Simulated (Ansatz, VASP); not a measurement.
ZnS: VASP beside Ansatz

```
CELL_PARAMETERS angstrom
1.92299 1.11024 3.14564
-1.92299 1.11024 3.14564
0.00000 -2.22048 3.14564
ATOMIC_POSITIONS crystal
Zn 0.99985 0.99985 0.99985
S 0.75015 0.75015 0.75015
```

Alike in both runs: functional PBE; k mesh 6 × 6 × 6; occupations gaussian, width 0.1 eV; no spin polarisation.

Ansatz relaxed the structure, and its values are those at the end. VASP's run is a single point on that final structure, the one shown.

```csv
,VASP,Ansatz
version,VASP 6.6.1,Ansatz 0.2.0
potentials or method,"VASP PAW PBE potentials, release 64 (Zn, S), cutoff 520 eV","scalar-relativistic, plane waves, PAW"
valence electrons in the cell,18,18
```

```tsv
	VASP	Ansatz	Ansatz less VASP
gap on the k mesh at the Fermi level (eV)	2.02	2.01	-0.004
least direct gap on the mesh (eV)	2.02	2.01	-0.004
pressure (GPa)	0.2	0.1	-0.16
rms of the force components (eV/Å)	0.003	0.003	0.0000
```
